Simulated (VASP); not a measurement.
# Cu3N (Pm-3m) in VASP: single point with PBE0

Aim: the single point of Cu3N with PBE0.

Program: VASP 6.6.1. These are calculated values, not measurements. Logs are shortened: lines on timing, memory, paths and dates and some standing lists are left out, and cuts for length are marked.

### Step 1. The cell of the first run

The structure is cubic, space group Pm-3m (No. 221). The conventional cell has a = 3.765 Å, b = 3.765 Å, c = 3.765 Å, α = 90.00°, β = 90.00°, γ = 90.00°. Cu (site symmetry 4/mmm) has 2 N at 1.88 Å within 2.5 Å. Within 2.5 Å of N (site symmetry m-3m) lie 6 Cu at 1.88 Å.

### Step 2. Single point, PBE0

POSCAR

```
Cu3N
1.0
    3.7650243226      0.0000000000      0.0000000000
    0.0000000000      3.7650243226      0.0000000000
    0.0000000000      0.0000000000      3.7650243226
Cu N
3 1
Direct
    0.5000000000      0.0000000000      0.0000000000
    0.0000000000      0.5000000000      0.0000000000
    0.0000000000      0.0000000000      0.5000000000
    0.0000000000      0.0000000000      0.0000000000
```

INCAR.step1

```
PREC = Accurate
ENCUT = 520
EDIFF = 1E-5
ISMEAR = 0
SIGMA = 0.1
LREAL = F
LASPH = T
NELM = 120
ALGO = Normal
ISIF = 2
LWAVE = T
LCHARG = F
GGA = PE
NBANDS = 27
GGA_COMPAT = F
```

INCAR.step2

```
PREC = Accurate
ENCUT = 520
EDIFF = 1E-6
ISMEAR = 0
SIGMA = 0.1
LREAL = F
LASPH = T
NELM = 120
ALGO = Normal
ISIF = 2
LWAVE = F
LCHARG = F
GGA = PE
LHFCALC = T
AEXX = 0.25
PRECFOCK = Normal
ISTART = 1
NBANDS = 27
GGA_COMPAT = F
```

KPOINTS

```
regular mesh
0
Gamma
  4 4 4
```

Potentials or basis: VASP PAW PBE potentials, release 64 (Cu, N).

Command:

```sh
$ cat potpaw_PBE.64/Cu/POTCAR potpaw_PBE.64/N/POTCAR > POTCAR
$ cp INCAR.step1 INCAR
$ mpirun -np 1 vasp_std > vasp.out
$ cp INCAR.step2 INCAR
$ mpirun -np 1 vasp_std > vasp.out
```

OUTCAR:

```text
PREC = Accurate
   ENCUT = 520
   EDIFF = 1E-6
   ISMEAR = 0
   LREAL = F
   LASPH = T
   NELM = 120
   ISIF = 2
   GGA = PE
   LHFCALC = T
   AEXX = 0.25
   PRECFOCK = Normal
   ISTART = 1

 ion  position               nearest neighbor table
   1  0.500  0.000  0.000-   4 1.88   4 1.88   2 2.66   3 2.66   2 2.66   2 2.66   3 2.66   3 2.66
                             3 2.66   2 2.66
   2  0.000  0.500  0.000-   4 1.88   4 1.88   1 2.66   3 2.66   1 2.66   3 2.66   3 2.66   3 2.66
                             1 2.66   1 2.66
   3  0.000  0.000  0.500-   4 1.88   4 1.88   1 2.66   1 2.66   2 2.66   2 2.66   2 2.66   2 2.66
                             1 2.66   1 2.66
   4  0.000  0.000  0.000-   1 1.88   2 1.88   3 1.88   3 1.88   2 1.88   1 1.88

  LATTYP: Found a simple cubic cell.
 ALAT       =     3.7650243226

  Lattice vectors:

 A1 = (   3.7650243226,   0.0000000000,   0.0000000000)
 A2 = (   0.0000000000,   3.7650243226,   0.0000000000)
 A3 = (   0.0000000000,   0.0000000000,   3.7650243226)

Analysis of symmetry for initial positions (statically):
=====================================================================
 Subroutine PRICEL returns:
 Original cell was already a primitive cell.

 Routine SETGRP: Setting up the symmetry group for a
 simple cubic supercell.

 Subroutine GETGRP returns: Found 48 space group operations
 (whereof 48 operations were pure point group operations)
 out of a pool of 48 trial point group operations.

The static configuration has the point symmetry O_h .

Analysis of symmetry for dynamics (positions and initial velocities):
=====================================================================
 Subroutine PRICEL returns:
 Original cell was already a primitive cell.

 Routine SETGRP: Setting up the symmetry group for a
 simple cubic supercell.

 Subroutine GETGRP returns: Found 48 space group operations
 (whereof 48 operations were pure point group operations)
 out of a pool of 48 trial point group operations.

The dynamic configuration has the point symmetry O_h .

 Subroutine INISYM returns: Found 48 space group operations
 (whereof 48 operations are pure point group operations),
 and found     1 'primitive' translations

----------------------------------------------------------------------------------------

                                     Primitive cell

  volume of cell :      53.3708

  direct lattice vectors                    reciprocal lattice vectors
     3.765024323  0.000000000  0.000000000     0.265602534  0.000000000  0.000000000
     0.000000000  3.765024323  0.000000000     0.000000000  0.265602534  0.000000000
     0.000000000  0.000000000  3.765024323     0.000000000  0.000000000  0.265602534

  length of vectors
     3.765024323  3.765024323  3.765024323     0.265602534  0.265602534  0.265602534

  position of ions in fractional coordinates (direct lattice)
     0.500000000  0.000000000  0.000000000
     0.000000000  0.500000000  0.000000000
     0.000000000  0.000000000  0.500000000
     0.000000000  0.000000000  0.000000000

  ion indices of the primitive-cell ions
   primitive index   ion index
                 1           1
                 2           2
                 3           3
                 4           4

----------------------------------------------------------------------------------------

 KPOINTS: regular mesh

Automatic generation of k-mesh.
 Grid dimensions read from file:
 generate k-points for:    4    4    4

 Generating k-lattice:

  Cartesian coordinates                     Fractional coordinates (reciprocal lattice)
     0.066400633  0.000000000  0.000000000     0.250000000  0.000000000  0.000000000
     0.000000000  0.066400633  0.000000000     0.000000000  0.250000000  0.000000000
     0.000000000  0.000000000  0.066400633     0.000000000  0.000000000  0.250000000

  Length of vectors
     0.066400633  0.066400633  0.066400633

  Shift w.r.t. Gamma in fractional coordinates (k-lattice)
     0.000000000  0.000000000  0.000000000

 Subroutine IBZKPT returns following result:
 ===========================================

 Found     10 irreducible k-points:

 Following reciprocal coordinates:
            Coordinates               Weight
  0.000000  0.000000  0.000000      1.000000
  0.250000  0.000000  0.000000      6.000000
  0.500000  0.000000  0.000000      3.000000
  0.250000  0.250000  0.000000     12.000000
  0.500000  0.250000  0.000000     12.000000
  0.500000  0.500000  0.000000      3.000000
  0.250000  0.250000  0.250000      8.000000
  0.500000  0.250000  0.250000     12.000000
  0.500000  0.500000  0.250000      6.000000
  0.500000  0.500000  0.500000      1.000000
   k-points           NKPTS =     10   k-points in BZ     NKDIM =     64   number of bands    NBANDS=     27
   number of dos      NEDOS =    301   number of ions     NIONS =      4
   total plane-waves  NPLWV =  21952
   dimension x,y,z NGX =    28 NGY =   28 NGZ =   28
   dimension x,y,z NGXF=    56 NGYF=   56 NGZF=   56
   ions per type =               3   1
   NGX,Y,Z   is equivalent  to a cutoff of  12.36, 12.36, 12.36 a.u.
   NGXF,Y,Z  is equivalent  to a cutoff of  24.73, 24.73, 24.73 a.u.
 SYSTEM =  unknown system
   PREC   = accura    normal or accurate (medium, high low for compatibility)
   ISTART =      1    job   : 0-new  1-cont  2-samecut
   ICHARG =      0    charge: 1-file 2-atom 10-const
   ISPIN  =      1    spin polarized calculation?
   LNONCOLLINEAR =      F non collinear calculations
   LSORBIT =      F    spin-orbit coupling
   LASPH  =      T    aspherical Exc in radial PAW
   ENCUT  =  520.0 eV  38.22 Ry    6.18 a.u.   7.00  7.00  7.00*2*pi/ulx,y,z
   NELM   =    120;   NELMIN=  2; NELMDL=  0     # of ELM steps
   EDIFF  = 0.1E-05   stopping-criterion for ELM
   LREAL  =      F    real-space projection
   EDIFFG = 0.1E-04   stopping-criterion for IOM
   NSW    =      0    number of steps for IOM
   IBRION =     -1    ionic relax: 0-MD 1-quasi-New 2-CG
   NFREE  =      0    steps in history (QN), initial steepest desc. (CG)
   ISIF   =      2    stress and relaxation
   ISYM   =      3    0-nonsym 1-usesym 2-fastsym
   POTIM  = 0.5000    time-step for ionic-motion
   TEBEG  =    0.0;   TEEND  =   0.0 temperature during run
   PSTRESS=    0.0 pullay stress
   NELECT =      38.0000    total number of electrons
   NUPDOWN=      -1.0000    fix difference up-down
   EMIN   =  10.00;   EMAX   =-10.00  energy-range for DOS
   EFERMI =   0.00;   METHOD = LEGACY
   ISMEAR =     0;   SIGMA  =   0.10  broadening in eV -4-tet -1-fermi 0-gaus
   EFERMI_NEDOS =   21; number of points for ismear=-14 and -15
   IALGO  =     38    algorithm
   IMIX   =      1    mixing-type and parameters
     AMIX     =   0.40;   BMIX     =  1.00
     AMIX_MAG =   1.60;   BMIX_MAG =  1.00
  volume/ion in A,a.u.               =      13.34        90.04
  Fermi-wavevector in a.u.,A,eV,Ry     =   1.461846  2.762488 29.075559  2.136993
  Thomas-Fermi vector in A             =   2.578129
   LORBIT       =      0    0 simple, 1 ext, 2 COOP (PROOUT), +10 PAW based schemes
   GGA     = PE    functional components
   LHFCALC =     T    Hartree Fock is set to
   PRECFOCK=normal    Normal, Fast or Accurate (Low or Medium for compatibility)
   ENCUT4O =  -1.0   cutoff for four orbital integrals eV
   NKREDX  =     1    reduce k-point grid by
   NKREDY  =     1    reduce k-point grid by
   NKREDZ  =     1    reduce k-point grid by
   AEXX    =    0.2500 exact exchange contribution
   HFSCREEN=    0.0000 screening length (either q_TF or 0.3 A-1)
   HFSCREENC=   0.0000 screening length for correlation (either q_TF or 0.3 A-1)
   ENCUTFOCK=  -1.0 apply spherical cutoff to Coloumb kernel
   IVDW    =     0    specifies the selected vdW correction
   LEPSILON=     F    determine dielectric tensor
   LRPA    =     F    only Hartree local field effects (RPA)
 non-spin polarized calculation
 Gauss-broadening in eV      SIGMA  =   0.10
  energy-cutoff  :      520.00
  volume of cell :       53.37
 maximum number of plane-waves:      1472
  NGX = 24; NGY = 24; NGZ = 24

 number of electron      38.0000001 magnetization

 Free energy of the ion-electron system (eV)
  ---------------------------------------------------
  ext. energy  EPLUGINS =         0.00000000
  ---------------------------------------------------
  free energy    TOTEN  =       -21.68190088 eV

  energy without entropy =      -21.68190088  energy(sigma->0) =      -21.68190088

 E-fermi :   4.6218     XC(G=0):  -8.5902

 val. band max:        4.1620054235   @ k =   0.5000   0.5000   0.5000
 cond. band min:       5.6817229977   @ k =   0.5000   0.5000   0.0000
 fundamental gap:      1.5197175742
 Fermi energy:         4.6217916460

 k-point     1 :       0.0000    0.0000    0.0000
  band No.  band energies     occupation
      1     -14.3702      2.00000
      2      -1.8037      2.00000
      3      -0.9217      2.00000
      4      -0.9217      2.00000
      5      -0.9217      2.00000
      6      -0.8958      2.00000
[... 19 lines left out ...]
     26      19.3136      0.00000
     27      19.3137      0.00000

 k-point     2 :       0.2500    0.0000    0.0000
  band No.  band energies     occupation
      1     -14.1395      2.00000
      2      -2.7733      2.00000
      3      -1.7228      2.00000
      4      -1.7228      2.00000
      5      -1.1974      2.00000
      6      -0.8615      2.00000
[... 19 lines left out ...]
     26      16.6704      0.00000
     27      17.3256      0.00000

 k-point     3 :       0.5000    0.0000    0.0000
  band No.  band energies     occupation
      1     -13.8842      2.00000
      2      -3.9524      2.00000
      3      -2.0639      2.00000
      4      -2.0639      2.00000
      5      -0.7959      2.00000
      6      -0.6017      2.00000
[... 19 lines left out ...]
     26      16.1206      0.00000
     27      16.1206      0.00000

 k-point     4 :       0.2500    0.2500    0.0000
  band No.  band energies     occupation
      1     -13.9063      2.00000
      2      -3.0132      2.00000
      3      -3.0093      2.00000
      4      -2.1575      2.00000
      5      -0.7338      2.00000
      6      -0.5443      2.00000
[... 19 lines left out ...]
     26      16.3340      0.00000
     27      17.8851      0.00000

 k-point     5 :       0.5000    0.2500    0.0000
  band No.  band energies     occupation
      1     -13.6472      2.00000
      2      -4.0888      2.00000
      3      -3.2097      2.00000
      4      -2.4393      2.00000
      5      -0.3568      2.00000
      6      -0.2427      2.00000
[... 19 lines left out ...]
     26      17.1086      0.00000
     27      17.1242      0.00000

 k-point     6 :       0.5000    0.5000    0.0000
  band No.  band energies     occupation
      1     -13.3829      2.00000
      2      -4.2149      2.00000
      3      -4.2149      2.00000
      4      -2.6996      2.00000
      5       0.0427      2.00000
      6       0.0427      2.00000
[... 19 lines left out ...]
     26      17.2003      0.00000
     27      18.7137      0.00000

 k-point     7 :       0.2500    0.2500    0.2500
  band No.  band energies     occupation
      1     -13.6695      2.00000
      2      -3.2621      2.00000
      3      -3.2621      2.00000
      4      -3.1982      2.00000
      5      -0.3817      2.00000
      6      -0.2518      2.00000
[... 19 lines left out ...]
     26      17.3040      0.00000
     27      18.8988      0.00000

 k-point     8 :       0.5000    0.2500    0.2500
  band No.  band energies     occupation
      1     -13.4056      2.00000
      2      -4.2324      2.00000
      3      -3.4662      2.00000
      4      -3.3930      2.00000
      5      -0.2710      2.00000
      6      -0.1901      2.00000
[... 19 lines left out ...]
     26      16.0560      0.00000
     27      20.5268      0.00000

 k-point     9 :       0.5000    0.5000    0.2500
  band No.  band energies     occupation
      1     -13.1350      2.00000
      2      -4.3635      2.00000
      3      -4.3635      2.00000
      4      -3.6122      2.00000
      5      -0.4146      2.00000
      6       0.0321      2.00000
[... 19 lines left out ...]
     26      15.1622      0.00000
     27      19.9042      0.00000

 k-point    10 :       0.5000    0.5000    0.5000
  band No.  band energies     occupation
      1     -12.8560      2.00000
      2      -4.4984      2.00000
      3      -4.4984      2.00000
      4      -4.4984      2.00000
      5      -0.6267      2.00000
      6       0.0576      2.00000
[... 19 lines left out ...]
     26      15.3852      0.00000
     27      17.8533      0.00000

------------------------ aborting loop because EDIFF is reached ----------------------------------------

  FORCE on cell =-STRESS in cart. coord.  units (eV):
  Direction    XX          YY          ZZ          XY          YZ          ZX
  --------------------------------------------------------------------------------------
  -------------------------------------------------------------------------------------
  Total        2.0957648      2.0957648      2.0957648     -0.0000000      0.0000000     -0.0000000
  in kB       62.9143585     62.9143585     62.9143585     -0.0000000      0.0000000     -0.0000000
  external PRESSURE =      62.9143585 kB  Pullay stress =       0.0000000 kB

 VOLUME and BASIS-vectors are now :
 -----------------------------------------------------------------------------
  energy-cutoff  :      520.00
  volume of cell :       53.37
      direct lattice vectors                 reciprocal lattice vectors
     3.765024323  0.000000000  0.000000000     0.265602534  0.000000000  0.000000000
     0.000000000  3.765024323  0.000000000     0.000000000  0.265602534  0.000000000
     0.000000000  0.000000000  3.765024323     0.000000000  0.000000000  0.265602534

 POSITION                                       TOTAL-FORCE (eV/Angst)
 -----------------------------------------------------------------------------------
      1.88251      0.00000      0.00000         0.000000      0.000000      0.000000
      0.00000      1.88251      0.00000         0.000000      0.000000      0.000000
      0.00000      0.00000      1.88251         0.000000      0.000000      0.000000
      0.00000      0.00000      0.00000         0.000000      0.000000      0.000000
 -----------------------------------------------------------------------------------
    total drift:                                0.000003      0.000001     -0.000001

  FREE ENERGIE OF THE ION-ELECTRON SYSTEM (eV)
  ---------------------------------------------------
  free  energy   TOTEN  =       -21.6819008810 eV

  energy  without entropy=      -21.6819008810  energy(sigma->0) =      -21.68190088
```

Run time: 46 min. Hardware: 1 thread of Intel Xeon 8259CL, shared host; peak memory 0.18 GiB.

What came out:

```yaml
Free_energy: -21.6819 eV
Pressure: 6.3 GPa
Band_gap_on_the_k_mesh: 1.52 eV (least direct gap 2.28 eV)
```

Caveat: the cell stands under pressure; the PAW data sets were made with another functional, which shifts forces and pressure a little. A k mesh can miss the band edges.
